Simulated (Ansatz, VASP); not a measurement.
Two plane-wave programs on CuOs2

```
Cu Os
1.0
     3.72731    0.00000    0.00000
     0.00000    3.72731    0.00000
     0.00000    0.00000    6.25807
Cu Os
2 4
Direct
  0.00000 0.50000 0.69013
  0.50000 0.00000 0.30987
  0.00000 0.00000 0.00000
  0.50000 0.50000 0.00000
  0.00000 0.50000 0.29784
  0.50000 0.00000 0.70216
```

Alike in both runs: functional PBE; k mesh 10 × 10 × 6; occupations gaussian, width 0.1 eV; no spin polarisation.

Ansatz relaxed the structure, and its values are those at the end. VASP's run is a single point on that final structure, the one shown.

|  | VASP | Ansatz |
| --- | --- | --- |
| version | VASP 6.6.1 | Ansatz 0.2.0 |
| potentials or method | VASP PAW PBE potentials, release 64 (Cu, Os), cutoff 600 eV | scalar-relativistic, plane waves, PAW |
| valence electrons in the cell | 54 | 102 |

VASP gave:

* gap on the k mesh at the Fermi level (eV): none
* pressure (GPa): 0.2
* rms of the force components (eV/Å): 0.014

Problem. Which values does Ansatz return?

Solution. gap on the k mesh at the Fermi level (eV): none; pressure (GPa): 0.0; rms of the force components (eV/Å): 0.001.

A gap of «none» marks a metal or a gap that the smearing closes. With one functional, cell and mesh, what is left measures potentials, basis and numerics. VASP's potentials hold 54 valence electrons a cell and Ansatz's 102, so a difference there can come from the potentials and not from the codes.

Neither program's run includes spin-orbit coupling.
